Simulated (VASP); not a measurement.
# Al12H in VASP: further runs

Al12H is run at these levels: PBEsol; tasks: single point.

All numbers are computed with VASP 6.6.1; they aren't measurements. Logs are shortened: lines on timing, memory, paths and dates and some standing lists are left out, and cuts for length are marked.

## (1) The cell of the first run

The cell holds a slab with vacuum, 13 atoms: a = 5.679 Å, b = 5.679 Å, c = 21.141 Å, α = 90.00°, β = 90.00°, γ = 90.00°.

## (2) Single point, PBEsol

The input, INCAR:

```
SYSTEM = Al12H
PREC = Accurate
ENCUT = 520
EDIFF = 1E-7
ISMEAR = 0
SIGMA = 0.1
LREAL = .False.
LASPH = .True.
NELM = 60
ALGO = Normal
ISIF = 2
LWAVE = .False.
LCHARG = .False.
LDIPOL = .True.
IDIPOL = 3
DIPOL = 0.5 0.5 0.299
GGA = PS
NBANDS = 30
```

The input, KPOINTS:

```
Automatic mesh
0
Gamma
  5 5 1
  0 0 0
```

The input, POSCAR:

```
Al12H
1.0
    5.6788540124      0.0000000000      0.0000000000
    0.0000000000      5.6788540124      0.0000000000
    0.0000000000      0.0000000000     21.1413451746
Al H
12 1
Direct
    0.2500000000      0.2500000000      0.1892027195
    0.2500000000      0.7500000000      0.1892027195
    0.7500000000      0.2500000000      0.1892027195
    0.7500000000      0.7500000000      0.1892027195
    0.0000000000      0.0000000000      0.2870821533
    0.0000000000      0.5000000000      0.2870821533
    0.5000000000      0.0000000000      0.2870821533
    0.5000000000      0.5000000000      0.2870821533
    0.2500000000      0.2500000000      0.3850911618
    0.2500000000      0.7500000000      0.3850911618
    0.7500000000      0.2500000000      0.3850911618
    0.7500000000      0.7500000000      0.3850911618
    0.3333333333      0.3333333333      0.4409059640
```

Potentials or basis: VASP PAW PBE potentials, release 64 (Al, H).

The run is started by

```console
cat potpaw_PBE.64/Al/POTCAR potpaw_PBE.64/H/POTCAR > POTCAR
mpirun -np 1 vasp_std > vasp.out
```

OUTCAR:

```text
SYSTEM = Al12H
   PREC = Accurate
   ENCUT = 520
   EDIFF = 1E-7
   ISMEAR = 0
   LREAL = .False.
   LASPH = .True.
   NELM = 60
   ISIF = 2
   GGA = PS

 ion  position               nearest neighbor table
   1  0.250  0.250  0.189-   2 2.84   3 2.84   2 2.84   3 2.84   7 2.88   8 2.88   5 2.88   6 2.88

   2  0.250  0.750  0.189-   1 2.84   4 2.84   1 2.84   4 2.84   7 2.88   8 2.88   5 2.88   6 2.88

   3  0.750  0.250  0.189-   1 2.84   4 2.84   4 2.84   1 2.84   7 2.88   8 2.88   5 2.88   6 2.88
[... 15 lines left out ...]
  11  0.750  0.250  0.385-   9 2.84  12 2.84  12 2.84   9 2.84   5 2.89   6 2.89   7 2.89   8 2.89

  12  0.750  0.750  0.385-  10 2.84  11 2.84  11 2.84  10 2.84   5 2.89   6 2.89   7 2.89   8 2.89

  13  0.333  0.333  0.441-   9 1.36

  LATTYP: Found a simple tetragonal cell.
 ALAT       =     5.6788540124
 C/A-ratio  =     3.7228189223

  Lattice vectors:

 A1 = (   5.6788540124,   0.0000000000,   0.0000000000)
 A2 = (   0.0000000000,   5.6788540124,   0.0000000000)
 A3 = (   0.0000000000,   0.0000000000,  21.1413451746)

Analysis of symmetry for initial positions (statically):
=====================================================================
 Subroutine PRICEL returns:
 Original cell was already a primitive cell.

 Routine SETGRP: Setting up the symmetry group for a
 simple tetragonal supercell.

 Subroutine GETGRP returns: Found  2 space group operations
 (whereof  2 operations were pure point group operations)
 out of a pool of 16 trial point group operations.

The static configuration has the point symmetry C_1h.

Analysis of symmetry for dynamics (positions and initial velocities):
=====================================================================
 Subroutine PRICEL returns:
 Original cell was already a primitive cell.

 Routine SETGRP: Setting up the symmetry group for a
 simple tetragonal supercell.

 Subroutine GETGRP returns: Found  2 space group operations
 (whereof  2 operations were pure point group operations)
 out of a pool of 16 trial point group operations.

The dynamic configuration has the point symmetry C_1h.

 Subroutine INISYM returns: Found  2 space group operations
 (whereof  2 operations are pure point group operations),
 and found     1 'primitive' translations

----------------------------------------------------------------------------------------

                                     Primitive cell

[... 117 lines left out ...]
  volume/ion in A,a.u.               =      52.45       353.92
  Fermi-wavevector in a.u.,A,eV,Ry     =   0.619808  1.171268  5.226846  0.384162
  Thomas-Fermi vector in A             =   1.678737
   LORBIT       =      0    0 simple, 1 ext, 2 COOP (PROOUT), +10 PAW based schemes
   GGA     = PS    functional components
   LHFCALC =     F    Hartree Fock is set to
   AEXX    =    0.0000 exact exchange contribution
   IVDW    =     0    specifies the selected vdW correction
   LEPSILON=     F    determine dielectric tensor
   LRPA    =     F    only Hartree local field effects (RPA)
 non-spin polarized calculation
 Gauss-broadening in eV      SIGMA  =   0.10
  energy-cutoff  :      520.00
  volume of cell :      681.80
 maximum number of plane-waves:     18411
 NGX is ok and might be reduce to    42
   NGX = 21   NGY = 21   NGZ = 79

 dipolmoment           0.000000      0.000000     -0.181069 electrons x Angstroem

 number of electron      36.9999998 magnetization

 dipolmoment           0.000000      0.000000      0.013518 electrons x Angstroem

 Free energy of the ion-electron system (eV)
  ---------------------------------------------------
  ext. energy  EPLUGINS =         0.00000000
  ---------------------------------------------------
  free energy    TOTEN  =       -47.22902704 eV

  energy without entropy =      -47.20885106  energy(sigma->0) =      -47.21893905

 E-fermi :  -0.8540     XC(G=0):  -3.9324

 val. band max:       -0.8785062113   @ k =   0.2000   0.0000   0.0000
 cond. band min:      -0.8368476965   @ k =   0.0000   0.0000   0.0000
 fundamental gap:      0.0416585149
 Fermi energy:        -0.8540171052

 k-point     1 :       0.0000    0.0000    0.0000
  band No.  band energies     occupation
      1     -11.0863      2.00000
      2      -9.0808      2.00000
      3      -6.9421      2.00000
      4      -6.6349      2.00000
      5      -6.5225      2.00000
      6      -6.5038      2.00000
[... 286 lines left out ...]
     29       2.1987      0.00000
     30       2.3684      0.00000

------------------------ aborting loop because EDIFF is reached ----------------------------------------

 vacuum level on the upper side and lower side of the slab       (xc-potential included)        -0.012        -0.082

  FORCE on cell =-STRESS in cart. coord.  units (eV):
  Direction    XX          YY          ZZ          XY          YZ          ZX
  --------------------------------------------------------------------------------------
  -------------------------------------------------------------------------------------
  Total       -6.5674591     -6.5674591      4.8231068      1.2581564      2.3110557      2.3110558
  in kB      -15.4331271    -15.4331271     11.3340060      2.9565906      5.4308395      5.4308397
  external PRESSURE =      -6.5107494 kB  Pullay stress =       0.0000000 kB

 VOLUME and BASIS-vectors are now :
 -----------------------------------------------------------------------------
  energy-cutoff  :      520.00
  volume of cell :      681.80
      direct lattice vectors                 reciprocal lattice vectors
     5.678854012  0.000000000  0.000000000     0.176091866  0.000000000  0.000000000
     0.000000000  5.678854012  0.000000000     0.000000000  0.176091866  0.000000000
     0.000000000  0.000000000 21.141345175     0.000000000  0.000000000  0.047300680

 POSITION                                       TOTAL-FORCE (eV/Angst)
 -----------------------------------------------------------------------------------
      1.41971      1.41971      4.00000         0.007014      0.007014      0.054243
      1.41971      4.25914      4.00000        -0.026107     -0.065648      0.032717
      4.25914      1.41971      4.00000        -0.065648     -0.026107      0.032717
      4.25914      4.25914      4.00000         0.005571      0.005571     -0.137314
      0.00000      0.00000      6.06930        -0.061212     -0.061212      0.008503
      0.00000      2.83943      6.06930         0.093730      0.062983      0.088152
      2.83943      0.00000      6.06930         0.062983      0.093730      0.088152
      2.83943      2.83943      6.06930        -0.013809     -0.013809      0.132867
      1.41971      1.41971      8.14135        -1.984956     -1.984956     -4.751709
      1.41971      4.25914      8.14135        -0.079109      0.166826     -0.113999
      4.25914      1.41971      8.14135         0.166826     -0.079109     -0.113999
      4.25914      4.25914      8.14135         0.070668      0.070668      0.078205
      1.89295      1.89295      9.32135         1.824050      1.824050      4.601464
 -----------------------------------------------------------------------------------
    total drift:                               -0.000051     -0.000051      0.000049

  FREE ENERGIE OF THE ION-ELECTRON SYSTEM (eV)
  ---------------------------------------------------
  free  energy   TOTEN  =       -47.2290270353 eV

  energy  without entropy=      -47.2088510601  energy(sigma->0) =      -47.21893905

 vacuum level on the upper side and lower side of the slab         3.697         3.613
```

OSZICAR:

```text
N       E                     dE             d eps       ncg     rms          rms(c)
DAV:   1     0.127106815750E+03    0.12711E+03   -0.10643E+04   540   0.839E+02
DAV:   2    -0.395171319786E+02   -0.16662E+03   -0.16090E+03   754   0.147E+02
DAV:   3    -0.490318783537E+02   -0.95147E+01   -0.92918E+01   654   0.355E+01
[... 18 lines left out ...]
DAV:  22    -0.472290140107E+02   -0.25164E-04   -0.14763E-06   588   0.270E-03    0.739E-04
DAV:  23    -0.472290235643E+02   -0.95535E-05   -0.36963E-07   542   0.133E-03    0.225E-04
DAV:  24    -0.472290265620E+02   -0.29978E-05   -0.16507E-07   518   0.993E-04    0.155E-04
DAV:  25    -0.472290269876E+02   -0.42555E-06   -0.20042E-08   448   0.464E-04    0.126E-04
DAV:  26    -0.472290270353E+02   -0.47692E-07   -0.35661E-09   384   0.255E-04
   1 F= -.47229027E+02 E0= -.47218939E+02  d E =-.201760E-01
```

stdout:

```text
POSCAR found type information on POSCAR AlH
 POSCAR found :  2 types and      13 ions
 scaLAPACK will be used
 -----------------------------------------------------------------------------
|                                                                             |
|                                                                             |
|     You enforced a specific xc type in the INCAR file but a different       |
|     I HOPE YOU KNOW WHAT YOU ARE DOING!                                     |
|                                                                             |
 -----------------------------------------------------------------------------

 LDA part: xc-table for (Slater+PW92), standard interpolation
 POSCAR, INCAR and KPOINTS ok, starting setup
 FFT: planning ... GRIDC
 FFT: planning ... GRID_SOFT
 FFT: planning ... GRID
 WAVECAR not read
 entering main loop
```

Wall time 4 min (1 thread of Intel Xeon Platinum 8488C (Sapphire Rapids), shared host); peak memory 0.65 GiB.

What came out:

- Free energy: -47.2290 eV
- Largest force: 5.519 eV/Å

Forces on the atoms (eV/Å):
```
Al   0.007  0.007  0.054
Al  -0.026 -0.066  0.033
Al  -0.066 -0.026  0.033
Al   0.006  0.006 -0.137
Al  -0.061 -0.061  0.009
Al   0.094  0.063  0.088
Al   0.063  0.094  0.088
Al  -0.014 -0.014  0.133
Al  -1.985 -1.985 -4.752
Al  -0.079  0.167 -0.114
Al   0.167 -0.079 -0.114
Al   0.071  0.071  0.078
H    1.824  1.824  4.601
```

Caveat: the PAW data sets were made with another functional, which shifts forces and pressure a little.

## (3) Single point, PBEsol

The input, INCAR:

```
SYSTEM = Al12H
PREC = Accurate
ENCUT = 520
EDIFF = 1E-7
ISMEAR = 0
SIGMA = 0.1
LREAL = .FALSE.
LASPH = .TRUE.
NELM = 80
ALGO = Normal
ISIF = 2
LWAVE = .FALSE.
LCHARG = .FALSE.
LDIPOL = .TRUE.
IDIPOL = 3
DIPOL = 0.5 0.5 0.302
GGA = PS
NBANDS = 30
```

The input, KPOINTS:

```
regular mesh
0
G
  5 5 1
  0 0 0
```

POSCAR, as its differences from that of step 2:

```diff
@@ -20,2 +20,2 @@
     0.7500000000      0.7500000000      0.3850911618
-    0.3333333333      0.3333333333      0.4409059640
+    0.3333333333      0.3333333333      0.4830035691
```

Potentials or basis: VASP PAW PBE potentials, release 64 (Al, H).

The run is started by

```console
cat potpaw_PBE.64/Al/POTCAR potpaw_PBE.64/H/POTCAR > POTCAR
mpirun -np 1 vasp_std > vasp.out
```

Wall time 3.9 min (1 thread of Intel Xeon Platinum 8488C (Sapphire Rapids), shared host); peak memory 0.65 GiB.

The run converged. Its results:

```yaml
Free_energy: -47.0431 eV
Largest_force: 1.889 eV/Å
```

Forces on the atoms (eV/Å):
```
Al   0.001  0.001  0.107
Al  -0.040 -0.042  0.039
Al  -0.042 -0.040  0.039
Al   0.021  0.021 -0.149
Al  -0.074 -0.074 -0.010
Al   0.017  0.071  0.057
Al   0.071  0.017  0.057
Al   0.007  0.007  0.132
Al   0.222  0.222  1.496
Al  -0.065  0.080  0.007
Al   0.080 -0.065  0.007
Al   0.076  0.076  0.068
H   -0.273 -0.273 -1.849
```

Levels at points of the mesh, in eV from the Fermi level:
| k point | band 16 | band 17 | band 18 | band 19 | band 20 | band 21 | band 22 | band 23 |
| --- | --- | --- | --- | --- | --- | --- | --- | --- |
| (0.00, 0.00, 0.00) | -0.74 | -0.71 | -0.34 | -0.16 | 0.01 | 0.03 | 0.03 | 0.39 |

Caveat: the PAW data sets were made with another functional, which shifts forces and pressure a little.

## (4) Single point, PBEsol

The input, INCAR:

```
PREC     = Accurate       # precision mode
ENCUT    = 520            # plane-wave cutoff, eV
EDIFF    = 1E-7           # SCF threshold, eV
ISMEAR   = 0              # smearing method
SIGMA    = 0.1            # smearing width, eV
LREAL    = F              # projectors in reciprocal space
LASPH    = T              # aspherical terms in the spheres
NELM     = 60             # most SCF steps
ALGO     = Normal         # electronic algorithm
ISIF     = 2              # what is computed and relaxed
LWAVE    = F              # write WAVECAR
LCHARG   = T              # write CHGCAR
LDIPOL   = T            
IDIPOL   = 3            
DIPOL    = 0.5 0.5 0.307
GGA      = PS             # functional
LELF     = T              # ELF
LVHAR    = T            
LVACPOTAV= T            
NBANDS   = 30             # bands
```

The input, KPOINTS:

```
regular mesh
0
Gamma
  5 5 1
```

POSCAR, as its differences from that of step 3:

```diff
@@ -20,2 +20,2 @@
     0.7500000000      0.7500000000      0.3850911618
-    0.3333333333      0.3333333333      0.4830035691
+    0.3333333333      0.3333333333      0.5397643849
```

The run is started by

```console
cat potpaw_PBE.64/Al/POTCAR potpaw_PBE.64/H/POTCAR > POTCAR
mpirun -np 1 vasp_std > vasp.out
```

Run time: 4.3 min. Hardware: 1 thread of Intel Xeon Platinum 8488C (Sapphire Rapids), shared host; peak memory 0.64 GiB.

It converged, with:

| Quantity | Value |
| --- | --- |
| Free energy | -45.4028 eV |
| Largest force | 0.773 eV/Å |

Forces in eV/Å, atoms in the order of the input:
```
Al   0.002  0.002  0.077
Al  -0.029 -0.011  0.043
Al  -0.011 -0.029  0.043
Al   0.023  0.023 -0.068
Al  -0.036 -0.036 -0.012
Al  -0.007  0.037  0.011
Al   0.037 -0.007  0.011
Al   0.012  0.012  0.043
Al   0.017  0.017  0.471
Al  -0.033  0.025  0.053
Al   0.025 -0.033  0.053
Al   0.038  0.038  0.046
H   -0.039 -0.039 -0.771
```

Levels at points of the mesh, in eV from the Fermi level:
```csv
k point,band 16,band 17,band 18,band 19,band 20,band 21,band 22,band 23
"(0.00, 0.00, 0.00)",-0.75,-0.74,-0.37,-0.13,0.00,0.01,0.01,0.07
```

Caveat: the PAW data sets were made with another functional, which shifts forces and pressure a little.

## (5) Single point, PBEsol

The input, INCAR:

```
SYSTEM = Al12H
PREC = Accurate ; ENCUT = 520
EDIFF = 1E-6 ; ISMEAR = 0
SIGMA = 0.1 ; LREAL = .False.
LASPH = .True. ; NELM = 80
ALGO = Normal ; ISIF = 2
LWAVE = .False. ; LCHARG = .False.
LDIPOL = .True. ; IDIPOL = 3
DIPOL = 0.5 0.5 0.299 ; GGA = PS
NBANDS = 30
```

The input, KPOINTS:

```
regular mesh
0
Gamma
  5 5 1
  0 0 0
```

POSCAR, as its differences from that of step 4:

```diff
@@ -20,2 +20,2 @@
     0.7500000000      0.7500000000      0.3850911618
-    0.3333333333      0.3333333333      0.5397643849
+    0.4166666667      0.4166666667      0.4409059640
```

The run is started by

```console
cat potpaw_PBE.64/Al/POTCAR potpaw_PBE.64/H/POTCAR > POTCAR
mpirun -np 1 vasp_std > vasp.out
```

Wall time 4.2 min (1 thread of Intel Xeon Platinum 8488C (Sapphire Rapids), shared host); peak memory 0.61 GiB.

It converged, with:

| Item | Value |
| --- | --- |
| Free energy | -47.8590 eV |
| Largest force | 0.559 eV/Å |

Forces in eV/Å, atoms in the order of the input:
```
Al   0.036  0.036 -0.016
Al  -0.044 -0.070  0.000
Al  -0.070 -0.044  0.000
Al   0.027  0.027 -0.069
Al  -0.095 -0.095 -0.034
Al   0.129  0.064  0.052
Al   0.064  0.129  0.052
Al  -0.009 -0.009  0.071
Al   0.010  0.010  0.175
Al  -0.037  0.075  0.088
Al   0.075 -0.037  0.088
Al   0.154  0.154  0.042
H   -0.239 -0.239 -0.445
```

Levels at points of the mesh, in eV from the Fermi level:
```
           k point  band 17  band 18  band 19  band 20  band 21  band 22
(0.00, 0.00, 0.00)    -0.73    -0.54    -0.32    -0.05     0.00     0.01
```

Caveat: the PAW data sets were made with another functional, which shifts forces and pressure a little.
